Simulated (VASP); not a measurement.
BO2:

```
B O
1.0
     0.00000    2.79164    2.79164
     2.79164    0.00000    2.79164
     2.79164    2.79164    0.00000
B O
2 4
Direct
  0.00000 0.00000 0.00000
  0.25000 0.25000 0.25000
  0.62500 0.62500 0.62500
  0.12500 0.62500 0.62500
  0.62500 0.62500 0.12500
  0.62500 0.12500 0.62500
```

```yaml
Program: VASP 6.6.1
Task: relaxation of cell and atoms
Functional: PBE
Potentials_or_basis: VASP PAW PBE potentials, release 64 (B, O)
Cutoff: 600 eV
k_mesh: 6 × 6 × 6
Occupations: gaussian, width 0.1 eV
Spin: no spin polarisation
```

At the start: pressure 40.2 GPa; volume 7.25 Å³/atom.

Where does the relaxation end?

Over 3 steps the energy falls by 203.9 meV/atom and the volume is 9.21 Å³/atom (+27.0 %); space group Fd-3m (No. 227, to 0.1 Å) before and after.

Step by step:
```tsv
step	energy change (eV)	largest force (eV/Å)	pressure (GPa)	volume (Å³)
1	0.0000	0.0000	40.21	43.51
2	-1.2212	0.0000	-1.22	56.01
3	-1.2237	0.0000	0.13	55.28
```

Final structure:
```xyz
6
Lattice="0.0000 3.0234 3.0234 3.0234 0.0000 3.0234 3.0234 3.0234 0.0000" Properties=species:S:1:pos:R:3 pbc="T T T"
B     0.0000    0.0000    0.0000
B     1.5117    1.5117    1.5117
O     3.7793    3.7793    3.7793
O     3.7793    2.2676    2.2676
O     2.2676    2.2676    3.7793
O     2.2676    3.7793    2.2676
```

Caveat: the volume moved by over 15 % at a fixed basis, so the end points are rough.
